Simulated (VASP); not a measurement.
Write the native input for VASP 6.6.1 that does the following.

- Task: single point
- Functional: LDA
- Potentials or basis: VASP PAW LDA potentials, release 64 (Cu, I)
- Cutoff: 520 eV
- k mesh: 6 × 6 × 6
- Occupations: gaussian, width 0.01 eV
- Spin: no spin polarisation
- Dipole correction: no
- Further INCAR settings: ALGO = Normal; EDIFF = 1e-06; NBANDS = 16

The structure of CuI (Marshite) lies in POSCAR:

```
CuI
1.0
    2.8723689572      2.8723689572      0.0000000000
   -2.8723689572      2.8723689572      0.0000000000
    0.0000000000      2.8723689572      2.9661605967
Cu I
1 1
Direct
    0.7500000000      0.2500000000      0.5000000000
    0.0000000000      0.0000000000      0.0000000000
```

This cell differs from its parent crystal: in-plane strain -0.02.

These files were run (other wordings do the same):

INCAR

```
  ALGO = Normal
  EDIFF = 1E-6
  ENCUT = 520
  GGA = CA
  ISIF = 2
  ISMEAR = 0
  LASPH = True
  LCHARG = False
  LREAL = False
  LWAVE = False
  NBANDS = 16
  NELM = 100
  PREC = Accurate
  SIGMA = 0.01
```

KPOINTS

```
k-points
0
Gamma
  6 6 6
```

Potentials or basis: VASP PAW LDA potentials, release 64 (Cu, I).

The run is started by

```sh
$ cat potpaw_LDA.64/Cu/POTCAR potpaw_LDA.64/I/POTCAR > POTCAR
$ mpirun -np 1 vasp_std > vasp.out
```

Results of the run:

* Pressure: 1.8 GPa
* Band gap on the k mesh: 1.35 eV, direct

Caveat: the cell differs from its parent crystal (in-plane strain -0.02); spin-orbit coupling is left out, which moves the levels of the heavy elements.

Wall time 15 s on 1 thread of Intel(R) Xeon(R) Platinum 8488C (Sapphire Rapids), with other jobs on the host, peak memory 0.16 GiB.
